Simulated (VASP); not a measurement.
A run of VASP 6.6.1:

File INCAR:

```
SYSTEM = GdRe3
PREC = Accurate ; ENCUT = 520
EDIFF = 1E-6 ; ISMEAR = 0
SIGMA = 0.05 ; LREAL = .False.
LASPH = .True. ; NELM = 150
ALGO = Normal ; ISIF = 2
LWAVE = .False. ; LCHARG = .True.
ISPIN = 2 ; MAGMOM = 7.55 0 0 0
LORBIT = 11 ; LMAXMIX = 6
GGA = PE ; LELF = .True.
LVHAR = .True. ; NBANDS = 32
```

Contents of KPOINTS:

```
Automatic mesh
0
Gamma
  8 8 8
  0 0 0
```

The input POSCAR:

```
GdRe3
1.0
    4.1203672966      0.0000000000      0.0000000000
    0.0000000000      4.1203672966      0.0000000000
    0.0000000000      0.0000000000      4.1203672966
Gd Re
1 3
Direct
    0.0000000000      0.0000000000      0.0000000000
    0.0000000000      0.5000000000      0.5000000000
    0.5000000000      0.5000000000      0.0000000000
    0.5000000000      0.0000000000      0.5000000000
```

Potentials or basis: VASP PAW PBE potentials, release 64 (Gd, Re).

Launch:

```bash
$ cat potpaw_PBE.64/Gd/POTCAR potpaw_PBE.64/Re/POTCAR > POTCAR
$ mpirun -np 1 vasp_std > vasp.out
```

Hardware: 1 thread of Intel(R) Xeon(R) Platinum 8259CL CPU @ 2.50GHz (Skylake/Cascade Lake), with other jobs on the host.

Task: How long does it take, and how much memory?

Result: It took 3.4 min on 1 thread of Intel(R) Xeon(R) Platinum 8259CL CPU @ 2.50GHz (Skylake/Cascade Lake), with other jobs on the host, peak memory 0.29 GiB. Counts: scf iterations 20, k points 35.
